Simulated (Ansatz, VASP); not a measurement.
## One calculation of Li, two programs

INCAR

```
PREC     = Accurate       # precision mode
ENCUT    = 520            # plane-wave cutoff, eV
EDIFF    = 1E-6           # SCF threshold, eV
ISMEAR   = -1             # smearing method
SIGMA    = 0.05           # smearing width, eV
LREAL    = F              # projectors in reciprocal space
LASPH    = T              # aspherical terms in the spheres
NELM     = 80             # most SCF steps
ALGO     = Normal         # electronic algorithm
ISIF     = 2              # what is computed and relaxed
LWAVE    = F              # write WAVECAR
LCHARG   = F              # write CHGCAR
GGA      = PE             # functional
NBANDS   = 10             # bands
```

KPOINTS

```
Automatic mesh
0
Gamma
  11 11 6
```

Contents of POSCAR:

```
Li
1.0
    3.0646488937      0.0000000000      0.0000000000
   -1.5323244468      2.6540637956      0.0000000000
    0.0000000000      0.0000000000      4.9647312077
Li
2
Direct
    0.2933333333      0.6466666667      0.2200000000
    0.7066666667      0.3533333333      0.7800000000
```

Input for Ansatz:

```yaml
crystal:
  lattice:
    - [3.0646488937, 0.0, 0.0]
    - [-1.5323244468, 2.6540637956, 0.0]
    - [0.0, 0.0, 4.9647312077]
  atoms:
    - { symbol: Li, position: [0.2933333333, 0.6466666667, 0.22] }
    - { symbol: Li, position: [0.7066666667, 0.3533333333, 0.78] }
kpoints:
  mp_grid: { grid: [11, 11, 6] }
scf:
  occupations: { method: fermi_dirac, width: 0.05 }
hamiltonian:
  xc: pbe
  pseudopotentials: { kind: all_electron, lapw: { basis_error: 0.001 } }
output:
  forces: true
  stress: true
  eigenvalues: true
  populations: true
```

Change from the starting cell: shortest bond scaled by 0.88, LAPW.

Alike in both runs: task single point; functional PBE; k mesh 11 × 11 × 6; occupations fermi-dirac, width 0.05 eV; no spin polarisation.

```csv
,VASP,Ansatz
version,VASP 6.6.1,Ansatz 0.2.0
potentials or method,"VASP PAW PBE potentials, release 64 (Li_sv), cutoff 520 eV","all-electron LAPW, scalar-relativistic"
```

|  | VASP | Ansatz | Ansatz less VASP |
| --- | --- | --- | --- |
| rms of the force components (eV/Å) | 0.235 | 0.233 | -0.0016 |

Atom by atom the forces differ by 0.002 eV/Å (rms over components). Ansatz ran all-electron here, and VASP with PAW potentials.

Noted on VASP's run: the cutoff is short for stress, so the pressure is rough.
